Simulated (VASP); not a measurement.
# BaTiO3 (P4/mmm) in VASP: notebook

BaTiO3 is run at these levels: PBEsol; tasks: single point.

Program: VASP 6.6.1. These are calculated values, not measurements. Logs are shortened: lines on timing, memory, paths and dates and some standing lists are left out, and cuts for length are marked.

## Step 1: The cell of the first run

It takes space group P4/mmm (No. 123, tetragonal). The conventional cell has a = 3.880 Å, b = 3.880 Å, c = 4.018 Å, α = 90.00°, β = 90.00°, γ = 90.00°. Ba (site symmetry 4/mmm) has 12 O at 2.74 to 2.79 Å and 8 Ti at 3.40 Å within 3.6 Å. Ti (site symmetry 4/mmm) has 6 O at 1.94 to 2.01 Å within 2.6 Å. Within 2.8 Å of O (site symmetry 4/mmm) lie 2 Ti at 2.01 Å and 4 Ba at 2.74 Å and 8 O at 2.79 Å. Within 2.6 Å of O (site symmetry mmm) lie 2 Ti at 1.94 Å.

## Step 2: Single point, PBEsol (equal xx and yy strain of -3 %)

INCAR

```
PREC     = Accurate       # precision mode
ENCUT    = 520            # plane-wave cutoff, eV
EDIFF    = 1E-6           # SCF threshold, eV
ISMEAR   = -1             # smearing method
SIGMA    = 0.03           # smearing width, eV
LREAL    = F              # projectors in reciprocal space
LASPH    = T              # aspherical terms in the spheres
NELM     = 80             # most SCF steps
ALGO     = Normal         # electronic algorithm
ISIF     = 2              # what is computed and relaxed
LWAVE    = F              # write WAVECAR
LCHARG   = F              # write CHGCAR
GGA      = PS             # functional
NBANDS   = 28             # bands
```

KPOINTS

```
Automatic mesh
0
Gamma
  7 7 7
```

POSCAR

```
BaTiO3
1.0
    3.8798060000      0.0000000000      0.0000000000
    0.0000000000      3.8798060000      0.0000000000
    0.0000000000      0.0000000000      4.0180000000
Ba Ti O
1 1 3
Direct
    0.0000000000      0.0000000000      0.0000000000
    0.5000000000      0.5000000000      0.5000000000
    0.5000000000      0.5000000000      0.0000000000
    0.5000000000      0.0000000000      0.5000000000
    0.0000000000      0.5000000000      0.5000000000
```

Potentials or basis: VASP PAW PBE potentials, release 64 (Ba_sv, Ti_sv, O).

The run is started by

```bash
> cat potpaw_PBE.64/Ba_sv/POTCAR potpaw_PBE.64/Ti_sv/POTCAR potpaw_PBE.64/O/POTCAR > POTCAR
> mpirun -np 1 vasp_std > vasp.out
```

OUTCAR:

```text
PREC = Accurate
   ENCUT = 520
   EDIFF = 1E-6
   ISMEAR = -1
   LREAL = F
   LASPH = T
   NELM = 80
   ISIF = 2
   GGA = PS

 ion  position               nearest neighbor table
   1  0.000  0.000  0.000-   3 2.74   3 2.74   3 2.74   3 2.74   5 2.79   4 2.79   5 2.79   5 2.79
                             5 2.79   4 2.79   4 2.79   4 2.79   2 3.40   2 3.40   2 3.40   2 3.40
   2  0.500  0.500  0.500-   4 1.94   5 1.94   4 1.94   5 1.94   3 2.01   3 2.01   1 3.40   1 3.40
                             1 3.40   1 3.40   1 3.40   1 3.40   1 3.40   1 3.40
   3  0.500  0.500  0.000-   2 2.01   2 2.01   1 2.74   1 2.74   1 2.74   1 2.74
   4  0.500  0.000  0.500-   2 1.94   2 1.94   1 2.79   1 2.79   1 2.79   1 2.79
   5  0.000  0.500  0.500-   2 1.94   2 1.94   1 2.79   1 2.79   1 2.79   1 2.79

  LATTYP: Found a simple tetragonal cell.
 ALAT       =     3.8798060000
 C/A-ratio  =     1.0356187912

  Lattice vectors:

 A1 = (   3.8798060000,   0.0000000000,   0.0000000000)
 A2 = (   0.0000000000,   3.8798060000,   0.0000000000)
 A3 = (   0.0000000000,   0.0000000000,   4.0180000000)

Analysis of symmetry for initial positions (statically):
=====================================================================
 Subroutine PRICEL returns:
 Original cell was already a primitive cell.

 Routine SETGRP: Setting up the symmetry group for a
 simple tetragonal supercell.

 Subroutine GETGRP returns: Found 16 space group operations
 (whereof 16 operations were pure point group operations)
 out of a pool of 16 trial point group operations.

The static configuration has the point symmetry D_4h.

Analysis of symmetry for dynamics (positions and initial velocities):
=====================================================================
 Subroutine PRICEL returns:
 Original cell was already a primitive cell.

 Routine SETGRP: Setting up the symmetry group for a
 simple tetragonal supercell.

 Subroutine GETGRP returns: Found 16 space group operations
 (whereof 16 operations were pure point group operations)
 out of a pool of 16 trial point group operations.

The dynamic configuration has the point symmetry D_4h.

 Subroutine INISYM returns: Found 16 space group operations
 (whereof 16 operations are pure point group operations),
 and found     1 'primitive' translations

----------------------------------------------------------------------------------------

                                     Primitive cell

[... 97 lines left out ...]
   LREAL  =      F    real-space projection
   EDIFFG = 0.1E-04   stopping-criterion for IOM
   NSW    =      0    number of steps for IOM
   IBRION =     -1    ionic relax: 0-MD 1-quasi-New 2-CG
   NFREE  =      0    steps in history (QN), initial steepest desc. (CG)
   ISIF   =      2    stress and relaxation
   ISYM   =      2    0-nonsym 1-usesym 2-fastsym
   POTIM  = 0.5000    time-step for ionic-motion
   TEBEG  =    0.0;   TEEND  =   0.0 temperature during run
   PSTRESS=    0.0 pullay stress
   NELECT =      40.0000    total number of electrons
   NUPDOWN=      -1.0000    fix difference up-down
   EMIN   =  10.00;   EMAX   =-10.00  energy-range for DOS
   EFERMI =   0.00;   METHOD = LEGACY
   ISMEAR =    -1;   SIGMA  =   0.03  broadening in eV -4-tet -1-fermi 0-gaus
   EFERMI_NEDOS =   21; number of points for ismear=-14 and -15
   IALGO  =     38    algorithm
   IMIX   =      4    mixing-type and parameters
     AMIX     =   0.40;   BMIX     =  1.00
     AMIX_MAG =   1.60;   BMIX_MAG =  1.00
  volume/ion in A,a.u.               =      12.10        81.63
  Fermi-wavevector in a.u.,A,eV,Ry     =   1.426324  2.695361 27.679693  2.034400
  Thomas-Fermi vector in A             =   2.546613
   LORBIT       =      0    0 simple, 1 ext, 2 COOP (PROOUT), +10 PAW based schemes
   GGA     = PS    functional components
   LHFCALC =     F    Hartree Fock is set to
   AEXX    =    0.0000 exact exchange contribution
   IVDW    =     0    specifies the selected vdW correction
   LEPSILON=     F    determine dielectric tensor
   LRPA    =     F    only Hartree local field effects (RPA)
 non-spin polarized calculation
  energy-cutoff  :      520.00
  volume of cell :       60.48
 maximum number of plane-waves:      1646
 NGX is ok and might be reduce to    30
   NGX = 15   NGY = 15   NGZ = 15

 number of electron      40.0000007 magnetization

 Free energy of the ion-electron system (eV)
  ---------------------------------------------------
  ext. energy  EPLUGINS =         0.00000000
  ---------------------------------------------------
  free energy    TOTEN  =       -41.86761712 eV

  energy without entropy =      -41.86761712  energy(sigma->0) =      -41.86761712

 E-fermi :   4.7340     XC(G=0): -11.8275

 val. band max:        4.1070772152   @ k =   0.4286   0.4286   0.4286
 cond. band min:       5.9411953577   @ k =   0.0000   0.0000   0.0000
 fundamental gap:      1.8341181425
 Fermi energy:         4.7339857398

 k-point     1 :       0.0000    0.0000    0.0000
  band No.  band energies     occupation
      1     -51.9605      2.00000
      2     -28.3318      2.00000
      3     -28.3318      2.00000
      4     -28.3053      2.00000
      5     -20.4899      2.00000
      6     -12.8217      2.00000
[... 733 lines left out ...]
     27      12.8894      0.00000
     28      13.3887      0.00000

 [... further k-points ...]

------------------------ aborting loop because EDIFF is reached ----------------------------------------

  FORCE on cell =-STRESS in cart. coord.  units (eV):
  Direction    XX          YY          ZZ          XY          YZ          ZX
  --------------------------------------------------------------------------------------
  -------------------------------------------------------------------------------------
  Total        4.5428952      4.5428952      1.3378176      0.0000000      0.0000000      0.0000000
  in kB      120.3409263    120.3409263     35.4386809      0.0000000      0.0000000      0.0000000
  external PRESSURE =      92.0401779 kB  Pullay stress =       0.0000000 kB

 VOLUME and BASIS-vectors are now :
 -----------------------------------------------------------------------------
  energy-cutoff  :      520.00
  volume of cell :       60.48
      direct lattice vectors                 reciprocal lattice vectors
     3.879806000  0.000000000  0.000000000     0.257744846  0.000000000  0.000000000
     0.000000000  3.879806000  0.000000000     0.000000000  0.257744846  0.000000000
     0.000000000  0.000000000  4.018000000     0.000000000  0.000000000  0.248880040

 POSITION                                       TOTAL-FORCE (eV/Angst)
 -----------------------------------------------------------------------------------
      0.00000      0.00000      0.00000         0.000000      0.000000      0.000000
      1.93990      1.93990      2.00900         0.000000      0.000000      0.000000
      1.93990      1.93990      0.00000         0.000000      0.000000      0.000000
      1.93990      0.00000      2.00900         0.000000      0.000000      0.000000
      0.00000      1.93990      2.00900         0.000000      0.000000      0.000000
 -----------------------------------------------------------------------------------
    total drift:                                0.000000      0.000000     -0.000000

  FREE ENERGIE OF THE ION-ELECTRON SYSTEM (eV)
  ---------------------------------------------------
  free  energy   TOTEN  =       -41.8676171187 eV

  energy  without entropy=      -41.8676171186  energy(sigma->0) =      -41.86761712
```

OSZICAR:

```text
N       E                     dE             d eps       ncg     rms          rms(c)
DAV:   1     0.435563847977E+03    0.43556E+03   -0.20992E+04  2240   0.156E+03
DAV:   2    -0.601741357902E+01   -0.44158E+03   -0.42044E+03  2536   0.434E+02
DAV:   3    -0.499577223041E+02   -0.43940E+02   -0.43548E+02  3132   0.134E+02
DAV:   4    -0.519254127149E+02   -0.19677E+01   -0.19634E+01  3288   0.244E+01
DAV:   5    -0.519807873304E+02   -0.55375E-01   -0.55362E-01  3040   0.328E+00    0.242E+01
DAV:   6    -0.420236625969E+02    0.99571E+01   -0.50755E+01  3164   0.675E+01    0.992E+00
DAV:   7    -0.419799184686E+02    0.43744E-01   -0.76271E+00  2956   0.201E+01    0.716E+00
DAV:   8    -0.418857570380E+02    0.94161E-01   -0.10660E+00  2688   0.100E+01    0.230E+00
DAV:   9    -0.418800101207E+02    0.57469E-02   -0.19464E-01  2940   0.335E+00    0.984E-01
DAV:  10    -0.418723366168E+02    0.76735E-02   -0.80292E-02  2876   0.208E+00    0.649E-01
DAV:  11    -0.418682457558E+02    0.40909E-02   -0.29942E-02  3424   0.138E+00    0.194E-01
DAV:  12    -0.418678098513E+02    0.43590E-03   -0.15998E-03  2592   0.365E-01    0.106E-01
DAV:  13    -0.418679370355E+02   -0.12718E-03   -0.11805E-04  2696   0.101E-01    0.136E-01
DAV:  14    -0.418676533799E+02    0.28366E-03   -0.17239E-03  3144   0.357E-01    0.778E-02
DAV:  15    -0.418676278919E+02    0.25488E-04   -0.93569E-05  2564   0.685E-02    0.597E-02
DAV:  16    -0.418676196676E+02    0.82243E-05   -0.23195E-05  2576   0.274E-02    0.253E-02
DAV:  17    -0.418676173632E+02    0.23044E-05   -0.65243E-06  2664   0.166E-02    0.775E-03
DAV:  18    -0.418676171187E+02    0.24446E-06   -0.22820E-06  2052   0.117E-02
   1 F= -.41867617E+02 E0= -.41867617E+02  d E =-.666069E-10
```

It took 1.8 min on 1 thread of AMD EPYC 7R13, shared host; peak memory 0.19 GiB.

What came out:

```
Free energy            : -41.8676 eV
Pressure               : 9.2 GPa
Band gap on the k mesh : 1.83 eV (least direct gap 1.85 eV)
```

Caveat: the cell differs from its parent crystal (equal xx and yy strain of -3 %); the cell stands under pressure; the PAW data sets were made with another functional, which shifts forces and pressure a little; spin-orbit coupling is left out, which moves the levels of the heavy elements; an odd mesh through Γ misses points on the zone boundary, where band edges can lie.

## Step 3: Single point, PBEsol (zz strain of -2 %)

INCAR

```
  ALGO = Normal
  EDIFF = 1E-6
  ENCUT = 520
  GGA = PS
  ISIF = 2
  ISMEAR = -1
  LASPH = True
  LCHARG = True
  LELF = True
  LREAL = False
  LVHAR = True
  LWAVE = False
  NBANDS = 28
  NELM = 60
  PREC = Accurate
  SIGMA = 0.03
```

KPOINTS

```
k-points
0
Gamma
  7 7 7
```

Edit POSCAR of step 2 so:

```diff
@@ -2,5 +2,5 @@
 1.0
-    3.8798060000      0.0000000000      0.0000000000
-    0.0000000000      3.8798060000      0.0000000000
-    0.0000000000      0.0000000000      4.0180000000
+    3.9998000000      0.0000000000      0.0000000000
+    0.0000000000      3.9998000000      0.0000000000
+    0.0000000000      0.0000000000      3.9376400000
 Ba Ti O
```

Potentials or basis: VASP PAW PBE potentials, release 64 (Ba_sv, Ti_sv, O).

The run is started by

```bash
> cat potpaw_PBE.64/Ba_sv/POTCAR potpaw_PBE.64/Ti_sv/POTCAR potpaw_PBE.64/O/POTCAR > POTCAR
> mpirun -np 1 vasp_std > vasp.out
```

OUTCAR:

```text
EDIFF = 1E-6
   ENCUT = 520
   GGA = PS
   ISIF = 2
   ISMEAR = -1
   LASPH = True
   LREAL = False
   NELM = 60
   PREC = Accurate

 ion  position               nearest neighbor table
   1  0.000  0.000  0.000-   4 2.81   5 2.81   4 2.81   5 2.81   5 2.81   5 2.81   4 2.81   4 2.81
                             3 2.83   3 2.83   3 2.83   3 2.83   2 3.45   2 3.45   2 3.45   2 3.45
   2  0.500  0.500  0.500-   3 1.97   3 1.97   5 2.00   4 2.00   4 2.00   5 2.00   1 3.45   1 3.45
                             1 3.45   1 3.45   1 3.45   1 3.45   1 3.45   1 3.45
   3  0.500  0.500  0.000-   2 1.97   2 1.97   1 2.83   1 2.83   1 2.83   1 2.83
   4  0.500  0.000  0.500-   2 2.00   2 2.00   1 2.81   1 2.81   1 2.81   1 2.81
   5  0.000  0.500  0.500-   2 2.00   2 2.00   1 2.81   1 2.81   1 2.81   1 2.81

  LATTYP: Found a simple tetragonal cell.
 ALAT       =     3.9998000000
 C/A-ratio  =     0.9844592230

  Lattice vectors:

 A1 = (   3.9998000000,   0.0000000000,   0.0000000000)
 A2 = (   0.0000000000,   3.9998000000,   0.0000000000)
 A3 = (   0.0000000000,   0.0000000000,   3.9376400000)

Analysis of symmetry for initial positions (statically):
[... 181 lines left out ...]
 val. band max:        3.7677613115   @ k =   0.4286   0.4286   0.4286
 cond. band min:       5.5407901656   @ k =   0.0000   0.0000   0.0000
 fundamental gap:      1.7730288541
 Fermi energy:         4.4780439438

 k-point     1 :       0.0000    0.0000    0.0000
  band No.  band energies     occupation
      1     -52.4666      2.00000
      2     -28.8079      2.00000
      3     -28.7976      2.00000
      4     -28.7976      2.00000
      5     -20.8914      2.00000
      6     -13.0355      2.00000
[... 733 lines left out ...]
     27      12.3837      0.00000
     28      12.7459      0.00000

 [... further k-points ...]

------------------------ aborting loop because EDIFF is reached ----------------------------------------

  FORCE on cell =-STRESS in cart. coord.  units (eV):
  Direction    XX          YY          ZZ          XY          YZ          ZX
  --------------------------------------------------------------------------------------
  -------------------------------------------------------------------------------------
  Total       -0.1183507     -0.1183507      1.1871470      0.0000000      0.0000000      0.0000000
  in kB       -3.0100169     -3.0100169     30.1927395      0.0000000      0.0000000      0.0000000
  external PRESSURE =       8.0575686 kB  Pullay stress =       0.0000000 kB

 VOLUME and BASIS-vectors are now :
 -----------------------------------------------------------------------------
  energy-cutoff  :      520.00
  volume of cell :       63.00
      direct lattice vectors                 reciprocal lattice vectors
     3.999800000  0.000000000  0.000000000     0.250012501  0.000000000  0.000000000
     0.000000000  3.999800000  0.000000000     0.000000000  0.250012501  0.000000000
     0.000000000  0.000000000  3.937640000     0.000000000  0.000000000  0.253959224

 POSITION                                       TOTAL-FORCE (eV/Angst)
 -----------------------------------------------------------------------------------
      0.00000      0.00000      0.00000         0.000000      0.000000      0.000000
      1.99990      1.99990      1.96882         0.000000      0.000000      0.000000
      1.99990      1.99990      0.00000         0.000000      0.000000      0.000000
      1.99990      0.00000      1.96882         0.000000      0.000000      0.000000
      0.00000      1.99990      1.96882         0.000000      0.000000      0.000000
 -----------------------------------------------------------------------------------
    total drift:                                0.000000      0.000000     -0.000000

  FREE ENERGIE OF THE ION-ELECTRON SYSTEM (eV)
  ---------------------------------------------------
  free  energy   TOTEN  =       -41.9740825485 eV

  energy  without entropy=      -41.9740825485  energy(sigma->0) =      -41.97408255
```

OSZICAR:

```text
N       E                     dE             d eps       ncg     rms          rms(c)
DAV:   1     0.432553124545E+03    0.43255E+03   -0.20926E+04  2240   0.156E+03
DAV:   2    -0.505065813764E+01   -0.43760E+03   -0.41534E+03  2520   0.432E+02
DAV:   3    -0.501121374596E+02   -0.45061E+02   -0.44668E+02  3120   0.135E+02
DAV:   4    -0.522016745578E+02   -0.20895E+01   -0.20849E+01  3368   0.247E+01
DAV:   5    -0.522530940993E+02   -0.51420E-01   -0.51411E-01  2956   0.313E+00    0.230E+01
DAV:   6    -0.422479069172E+02    0.10005E+02   -0.53079E+01  3200   0.655E+01    0.977E+00
DAV:   7    -0.421178704834E+02    0.13004E+00   -0.81705E+00  2972   0.208E+01    0.672E+00
DAV:   8    -0.419778668160E+02    0.14000E+00   -0.10495E+00  2756   0.947E+00    0.247E+00
DAV:   9    -0.419933611830E+02   -0.15494E-01   -0.18405E-01  2776   0.271E+00    0.121E+00
DAV:  10    -0.419752374126E+02    0.18124E-01   -0.87338E-02  2704   0.276E+00    0.348E-01
DAV:  11    -0.419741522000E+02    0.10852E-02   -0.64820E-03  3412   0.605E-01    0.582E-02
DAV:  12    -0.419740840401E+02    0.68160E-04   -0.48734E-04  2552   0.211E-01    0.550E-02
DAV:  13    -0.419741247796E+02   -0.40739E-04   -0.24263E-04  3164   0.159E-01    0.529E-02
DAV:  14    -0.419740818646E+02    0.42915E-04   -0.14182E-04  3160   0.960E-02    0.728E-03
DAV:  15    -0.419740825485E+02   -0.68398E-06   -0.77293E-06  2668   0.177E-02
   1 F= -.41974083E+02 E0= -.41974083E+02  d E =-.372849E-11
```

stdout:

```text
POSCAR found type information on POSCAR BaTiO
 POSCAR found :  3 types and       5 ions
 scaLAPACK will be used
 -----------------------------------------------------------------------------
|                                                                             |
|                                                                             |
|     You enforced a specific xc type in the INCAR file but a different       |
|     I HOPE YOU KNOW WHAT YOU ARE DOING!                                     |
|                                                                             |
 -----------------------------------------------------------------------------

 LDA part: xc-table for (Slater+PW92), standard interpolation
 POSCAR, INCAR and KPOINTS ok, starting setup
 FFT: planning ... GRIDC
 FFT: planning ... GRID_SOFT
 FFT: planning ... GRID
 WAVECAR not read
 entering main loop
```

Wall time 2 min (1 thread of AMD EPYC 7R13, shared host); peak memory 0.19 GiB.

Results:

- Free energy: -41.9741 eV
- Pressure: 0.8 GPa
- Band gap on the k mesh: 1.77 eV (least direct gap 1.83 eV)

Stress tensor (GPa, compression positive):
```
-0.30  0.00  0.00
 0.00 -0.30  0.00
 0.00  0.00  3.02
```

Levels at points of the mesh, in eV from the valence-band top:
| k point | band 17 | band 18 | band 19 | band 20 | band 21 | band 22 | band 23 | band 24 |
| --- | --- | --- | --- | --- | --- | --- | --- | --- |
| (0.00, 0.00, 0.00) | -1.04 | -0.07 | -0.07 | -0.05 | 1.77 | 1.80 | 1.80 | 4.06 |

Caveat: the cell differs from its parent crystal (zz strain of -2 %); the PAW data sets were made with another functional, which shifts forces and pressure a little; spin-orbit coupling is left out, which moves the levels of the heavy elements; an odd mesh through Γ misses points on the zone boundary, where band edges can lie.

(Continued in part 2 of 3.)
